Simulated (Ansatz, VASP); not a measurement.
# Two plane-wave programs on Nb

```
Nb
1.0
    -1.36372    1.36372    2.39492
     1.36372   -1.36372    2.39492
     1.36372    1.36372   -2.39492
Nb
1
Cartesian
  0.0000 0.0000 0.0000
```

Alike in both runs: functional PBEsol; k mesh 8 × 8 × 8; occupations gaussian, width 0.1 eV; no spin polarisation.

Ansatz relaxed the structure, and its values are those at the end. VASP's run is a single point on that final structure, the one shown.

|  | VASP | Ansatz |
| --- | --- | --- |
| version | VASP 6.6.1 | Ansatz 0.2.0 |
| potentials or method | VASP PAW PBE potentials, release 64 (Nb_sv), cutoff 500 eV | scalar-relativistic, plane waves, PAW |
| valence electrons in the cell | 13 | 13 |

Ansatz gave:

| Quantity | Value |
| --- | --- |
| gap on the k mesh at the Fermi level (eV) | none |
| pressure (GPa) | 0.1 |

Problem. Which values does VASP return?

Solution. gap on the k mesh at the Fermi level (eV): none; pressure (GPa): -0.3.

VASP's potentials were made for PBE, not for PBEsol. A gap of «none» marks a metal or a gap that the smearing closes. The functional is the same, so the differences come from potentials, cutoffs and numerics.

The k mesh is coarse, so the values compare programs but aren't converged.
